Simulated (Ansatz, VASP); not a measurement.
**SiGe: VASP beside Ansatz**

The input INCAR:

```
PREC     = Accurate       # precision mode
ENCUT    = 520            # plane-wave cutoff, eV
EDIFF    = 1E-7           # SCF threshold, eV
ISMEAR   = 0              # smearing method
SIGMA    = 0.03           # smearing width, eV
LREAL    = F              # projectors in reciprocal space
LASPH    = T              # aspherical terms in the spheres
NELM     = 80             # most SCF steps
ALGO     = Normal         # electronic algorithm
ISIF     = 2              # what is computed and relaxed
LWAVE    = F              # write WAVECAR
LCHARG   = T              # write CHGCAR
GGA      = PS             # functional
LELF     = T              # ELF
LVHAR    = T            
NBANDS   = 26             # bands
```

The input KPOINTS:

```
Automatic mesh
0
Gamma
  12 12 6
```

File POSCAR:

```
SiGe
1.0
    4.1444401006      0.0000000000      0.0000000000
   -2.0722200503      3.5891904116      0.0000000000
    0.0000000000      0.0000000000      5.7068940185
Si Ge
2 2
Direct
    0.6666666667      0.3333333333      0.8745463082
    0.3333333333      0.6666666667      0.3745463082
    0.6666666667      0.3333333333      0.5004526918
    0.3333333333      0.6666666667      0.0004526918
```

Input for Ansatz:

```yaml
crystal:
  lattice:
    - [4.1444401006, 0.0, 0.0]
    - [-2.0722200503, 3.5891904116, 0.0]
    - [0.0, 0.0, 5.7068940185]
  atoms:
    - { symbol: Si, position: [0.6666666667, 0.3333333333, 0.8745463082] }
    - { symbol: Si, position: [0.3333333333, 0.6666666667, 0.3745463082] }
    - { symbol: Ge, position: [0.6666666667, 0.3333333333, 0.5004526918] }
    - { symbol: Ge, position: [0.3333333333, 0.6666666667, 0.0004526918] }
basis:
  ecutwfc: 420
kpoints:
  mp_grid: { grid: [12, 12, 6] }
hamiltonian:
  xc: pbesol
  pseudopotentials: { kind: paw, azcp: { folder: soft_1 } }
scf:
  occupations: { method: gaussian, width: 0.03 }
output:
  forces: true
  stress: true
  eigenvalues: true
```

Alike in both runs: task single point; functional PBEsol; k mesh 12 × 12 × 6; occupations gaussian, width 0.03 eV; no spin polarisation.

```csv
,VASP,Ansatz
version,VASP 6.6.1,Ansatz 0.2.0
potentials or method,"VASP PAW PBE potentials, release 64 (Si, Ge_d), cutoff 520 eV","scalar-relativistic, plane waves, PAW"
valence electrons in the cell,36,36
```

Ansatz gave:

```
gap on the k mesh at the Fermi level (eV)                     : none
pressure (GPa)                                                : 5.3
traceless stress, the component that is largest in VASP (GPa) : 30.68
rms of the force components (eV/Å)                            : 1.875
```

**Question.** Which values does VASP return?

**Answer.** gap on the k mesh at the Fermi level (eV): none; pressure (GPa): 5.2; traceless stress, the component that is largest in VASP (GPa): 30.66; rms of the force components (eV/Å): 1.866.

VASP's potentials were made for PBE, not for PBEsol, and Ansatz warns of the same on its side. Atom by atom the forces differ by 0.009 eV/Å (rms over components). A gap of «none» marks a metal or a gap that the smearing closes. With one functional, cell and mesh, what is left measures potentials, basis and numerics.
